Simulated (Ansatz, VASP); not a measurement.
## Pd in VASP and in Ansatz

The input POSCAR:

```
Pd
1.0
    0.0000000000      1.9536476727      1.9536476727
    1.9536476727      0.0000000000      1.9536476727
    1.9536476727      1.9536476727      0.0000000000
Pd
1
Direct
    0.0000000000      0.0000000000      0.0000000000
```

INCAR.step1

```
  ALGO = Normal
  EDIFF = 1E-5
  ENCUT = 550
  GGA = PE
  GGA_COMPAT = False
  ISMEAR = 0
  LASPH = True
  LCHARG = False
  LREAL = False
  LWAVE = True
  NBANDS = 11
  NELM = 120
  PREC = Accurate
  SIGMA = 0.1
```

INCAR.step2

```
  ALGO = Normal
  EDIFF = 1E-6
  ENCUT = 550
  GGA_COMPAT = False
  ISIF = 2
  ISMEAR = 0
  ISTART = 1
  LASPH = True
  LCHARG = False
  LMIXTAU = True
  LREAL = False
  LWAVE = False
  METAGGA = R2SCAN
  NBANDS = 11
  NELM = 120
  PREC = Accurate
  SIGMA = 0.1
```

The input KPOINTS:

```
k-points
0
Gamma
  18 18 18
```

Input for Ansatz:

```yaml
crystal:
  lattice:
    - [0.0, 1.9536476727, 1.9536476727]
    - [1.9536476727, 0.0, 1.9536476727]
    - [1.9536476727, 1.9536476727, 0.0]
  atoms:
    - { symbol: Pd, position: [0.0, 0.0, 0.0] }
basis:
  ecutwfc: 500
kpoints:
  mp_grid: { grid: [18, 18, 18] }
  band_path:
    path:
      - [[0.0, 0.0, 0.0], [0.5, 0.0, 0.5], [0.625, 0.25, 0.625]]
      - [[0.375, 0.375, 0.75], [0.0, 0.0, 0.0], [0.5, 0.5, 0.5], [0.5, 0.25, 0.75], [0.5, 0.0, 0.5]]
    npoints: 10
hamiltonian:
  xc: r2scan
  pseudopotentials: { kind: paw }
scf:
  occupations: { method: gaussian, width: 0.1 }
  n_extra_bands: 6
output:
  forces: true
  stress: true
  eigenvalues: true
  dos: { projected: false, de: 0.02, nscf_kmesh: { grid: [27, 27, 27] } }
```

Alike in both runs: task single point; functional r2SCAN; k mesh 18 × 18 × 18; occupations gaussian, width 0.1 eV; no spin polarisation.

|  | VASP | Ansatz |
| --- | --- | --- |
| version | VASP 6.6.1 | Ansatz 0.2.0 |
| potentials or method | VASP PAW PBE potentials, release 64 (Pd), cutoff 550 eV | scalar-relativistic, plane waves, PAW |
| valence electrons in the cell | 10 | 18 |

VASP gave:

| Item | Value |
| --- | --- |
| gap on the k mesh at the Fermi level (eV) | none |
| pressure (GPa) | 0.6 |

Which values does Ansatz return?

gap on the k mesh at the Fermi level (eV): none; pressure (GPa): 0.0.

VASP's potentials were made for PBE, not for r2SCAN. A gap of «none» marks a metal or a gap that the smearing closes. With one functional, cell and mesh, what is left measures potentials, basis and numerics. VASP's potentials hold 10 valence electrons a cell and Ansatz's 18, so a difference there can come from the potentials and not from the codes.
